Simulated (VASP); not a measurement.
Crystal: BAs.

```
CELL_PARAMETERS angstrom
0.00000 2.38850 2.38850
2.38850 0.00000 2.38850
2.38850 2.38850 0.00000
ATOMIC_POSITIONS crystal
As 0.75000 0.75000 0.75000
B 0.00000 0.00000 0.00000
```

- Program: VASP 6.6.1
- Task: relaxation of cell and atoms
- Functional: SVWN5
- Potentials or basis: VASP PAW PBE potentials, release 64 (As, B)
- Cutoff: 600 eV
- k mesh: 10 × 10 × 10
- Occupations: fermi-dirac, width 0.05 eV
- Spin: no spin polarisation

At the start: pressure -2.9 GPa; volume 13.63 Å³/atom.

**Question.** Where does the relaxation end?

**Answer.** Over 3 steps the energy falls by 2.6 meV/atom and the volume is 13.34 Å³/atom (-2.1 %); space group F-43m (No. 216, to 0.05 Å).

The path:
| step | energy change (eV) | largest force (eV/Å) | pressure (GPa) | volume (Å³) |
| --- | --- | --- | --- | --- |
| 1 | 0.0000 | 0.0000 | -2.93 | 27.25 |
| 2 | -0.0023 | 0.0000 | 2.35 | 26.28 |
| 3 | -0.0053 | 0.0000 | 0.00 | 26.69 |

Final structure:
```cif
data_structure
_symmetry_space_group_name_H-M 'P 1'
_symmetry_Int_Tables_number 1
_cell_length_a 3.3544
_cell_length_b 3.3544
_cell_length_c 3.3544
_cell_angle_alpha 60.000
_cell_angle_beta 60.000
_cell_angle_gamma 60.000
_cell_volume 26.69
loop_
_atom_site_label
_atom_site_type_symbol
_atom_site_fract_x
_atom_site_fract_y
_atom_site_fract_z
_atom_site_occupancy
As1 As 0.75000 0.75000 0.75000 1
B1 B 0.00000 0.00000 0.00000 1
```

Caveat: the PAW data sets were made with another functional, which shifts forces and pressure a little.
